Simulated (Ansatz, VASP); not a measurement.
Two plane-wave programs on Ca

The input INCAR:

```
  PREC = Accurate
  ENCUT = 520
  EDIFF = 1E-6
  ISMEAR = -1
  SIGMA = 0.1
  LREAL = F
  LASPH = T
  NELM = 100
  ALGO = Normal
  ISIF = 2
  LWAVE = F
  LCHARG = F
  GGA = RP
  NBANDS = 17
```

Contents of KPOINTS:

```
Automatic mesh
0
Gamma
  10 10 6
```

Contents of POSCAR:

```
Ca
1.0
    4.0285259094      0.0000000000      0.0000000000
   -2.0142629547      3.4888057774      0.0000000000
    0.0000000000      0.0000000000      6.6131185905
Ca
2
Direct
    0.3333333333      0.6666666667      0.2500000000
    0.6666666667      0.3333333333      0.7500000000
```

Input for Ansatz:

```yaml
crystal:
  lattice:
    - [4.0285259094, 0.0, 0.0]
    - [-2.0142629547, 3.4888057774, 0.0]
    - [0.0, 0.0, 6.6131185905]
  atoms:
    - { symbol: Ca, position: [0.3333333333, 0.6666666667, 0.25] }
    - { symbol: Ca, position: [0.6666666667, 0.3333333333, 0.75] }
hamiltonian:
  xc: rpbe
  pseudopotentials:
    kind: paw
    azcp:
      Ca: "pseudopotentials/Ca.paw.azcp"
basis:
  ecutwfc: 420
  fft_grid_basis: typed
kpoints:
  mp_grid: { grid: [10, 10, 6], shift: [0, 0, 0] }
magnetization:
  spin_polarized: false
scf:
  occupations: { method: fermi_dirac, width: 0.1 }
  lower_state_search: "off"
output:
  stress: true
```

Alike in both runs: task single point; functional RPBE; k mesh 10 × 10 × 6; occupations fermi-dirac, width 0.1 eV; no spin polarisation.

|  | VASP | Ansatz |
| --- | --- | --- |
| version | VASP 6.6.1 | Ansatz 0.2.0 |
| potentials or method | VASP PAW PBE potentials, release 64 (Ca_sv), cutoff 520 eV | plane waves (420 eV) with PAW, scalar-relativistic |
| valence electrons in the cell | 20 | 20 |

|  | VASP | Ansatz | Ansatz less VASP |
| --- | --- | --- | --- |
| pressure (GPa) | -0.6 | -0.6 | -0.01 |

VASP's potentials were made for PBE, not for RPBE. With one functional, cell and mesh, what is left measures potentials, basis and numerics.
